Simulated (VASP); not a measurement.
Set up this calculation in VASP 6.6.1, as the native input.

* Task: single point
* Functional: PBE
* Potentials or basis: VASP PAW PBE potentials, release 64 (Ti_sv, Al)
* Cutoff: 520 eV
* k mesh: 6 × 6 × 4
* Occupations: gaussian, width 0.1 eV
* Spin: collinear spin
* Starting moments: [1.0, 1.0, 0.0, 0.0, 0.0, 0.0, 0.0, 0.0] μB
* Dipole correction: no
* Further INCAR settings: ALGO = Normal; EDIFF = 1e-06; NBANDS = 35

The structure of TiAl3 lies in POSCAR:

```
TiAl3
1.0
    5.5658609705      0.0000000000      0.0000000000
   -2.7829304852      4.8201769944      0.0000000000
    0.0000000000      0.0000000000      4.7363393979
Ti Al
2 6
Direct
    0.6666666667      0.3333333333      0.2500000000
    0.3333333333      0.6666666667      0.7500000000
    0.1667148539      0.3334297079      0.2500000000
    0.1667148539      0.8332851461      0.2500000000
    0.6665702921      0.8332851461      0.2500000000
    0.3334297079      0.1667148539      0.7500000000
    0.8332851461      0.1667148539      0.7500000000
    0.8332851461      0.6665702921      0.7500000000
```

The cell was built from a structure type or drawn by symmetry, and may not be a known phase.

One way to write it, as run:

INCAR

```
SYSTEM = TiAl3
PREC     = Accurate       ! precision mode
ENCUT    = 520            ! plane-wave cutoff, eV
EDIFF    = 1E-6           ! SCF threshold, eV
ISMEAR   = 0              ! smearing method
SIGMA    = 0.1            ! smearing width, eV
LREAL    = .False.        ! projectors in reciprocal space
LASPH    = .True.         ! aspherical terms in the spheres
NELM     = 150            ! most SCF steps
ALGO     = Normal         ! electronic algorithm
ISIF     = 2              ! what is computed and relaxed
LWAVE    = .False.        ! write WAVECAR
LCHARG   = .True.         ! write CHGCAR
ISPIN    = 2              ! spin polarisation
MAGMOM   = 1 1 0 0 0 0 0 0 ! initial moments
LORBIT   = 11             ! projections on sites
LMAXMIX  = 4              ! l up to which the mixer works
GGA      = PE             ! functional
LELF     = .True.         ! ELF
LVHAR    = .True.       
NBANDS   = 35             ! bands
```

KPOINTS

```
regular mesh
0
Gamma
  6 6 4
  0 0 0
```

Potentials or basis: VASP PAW PBE potentials, release 64 (Ti_sv, Al).

The run is started by

```sh
$ cat potpaw_PBE.64/Ti_sv/POTCAR potpaw_PBE.64/Al/POTCAR > POTCAR
$ mpirun -np 1 vasp_std > vasp.out
```

Results of the run:

```yaml
Pressure: 0.0 GPa
Largest_force: 0.021 eV/Å
Band_gap_on_the_k_mesh: zero (filled and empty bands overlap)
Net_moment: 0.00 μB per cell
Valence_electrons_inside_the_program's_atomic_spheres: Ti 10.31; Al 0.80
```

Wall time 110 s on 1 thread of Intel(R) Xeon(R) 6975P-C (Granite Rapids) (shared host), peak memory 0.35 GiB.
